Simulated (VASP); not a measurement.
Runs of VASP 6.6.1 on WC. The structure is that of space group P-6m2 (No. 187), or close to it. The cells are those of the table. 

```csv
potentials or basis,cell,cutoff (eV),gap on the mesh (eV),pressure (GPa)
"VASP PAW PBE potentials, release 64 (W_sv, C)","a = 2.931, b = 2.931, c = 2.701 Å, angles 90.0, 90.0, 120.0°, 2 atoms",520,none,15.4
"VASP PAW PBE potentials, release 64 (W_sv, C)","a = 2.907, b = 2.907, c = 2.785 Å, angles 90.0, 90.0, 120.0°, 2 atoms",520,none,(b)
"VASP PAW PBE potentials, release 64 (W_sv, C)","a = 2.926, b = 2.926, c = 2.701 Å, angles 90.0, 90.0, 120.0°, 2 atoms",520,none,16.9
"VASP PAW PBE potentials, release 64 (W_sv, C_h)","a = 2.898, b = 2.898, c = 2.743 Å, angles 90.0, 90.0, 120.0°, 2 atoms",910,none,(c)
"VASP PAW PBE potentials, release 64 (W_sv, C_h)","a = 2.898, b = 2.898, c = 2.828 Å, angles 90.0, 90.0, 120.0°, 2 atoms",910,none,1.1
"VASP PAW PBE potentials, release 64 (W_sv, C_h)","a = 2.898, b = 2.898, c = 2.701 Å, angles 90.0, 90.0, 120.0°, 2 atoms",910,none,25.3
"VASP PAW PBE potentials, release 64 (W_sv, C_h)","a = 2.898, b = 2.898, c = 2.785 Å, angles 90.0, 90.0, 120.0°, 2 atoms",910,none,8.4
"VASP PAW PBE potentials, release 64 (W_sv, C)","a = 2.898, b = 2.898, c = 2.828 Å, angles 90.0, 90.0, 120.0°, 2 atoms",520,none,(a)
```

Alike in all rows: task single point; level PBEsol; no spin polarisation; k mesh 24 × 24 × 18; smearing gaussian 0.1 eV.

Problem. Fill in the values left out.

Solution. (a) 1.3; (b) 6.0; (c) 16.4.

Caveats: the PAW data sets were made with another functional, which shifts forces and pressure a little; spin-orbit coupling is left out, which moves the levels of the heavy elements; the cell stands under pressure (at least some runs); the cutoff is under 1.25 times the usual one of these potentials, so pressure, stress and relaxed cells hold a basis-set (Pulay) error (at least some runs).

A k mesh can miss the band edges, and the runs leave out spin-orbit coupling on W.

A gap of «none» marks levels without a gap at the run's occupations.
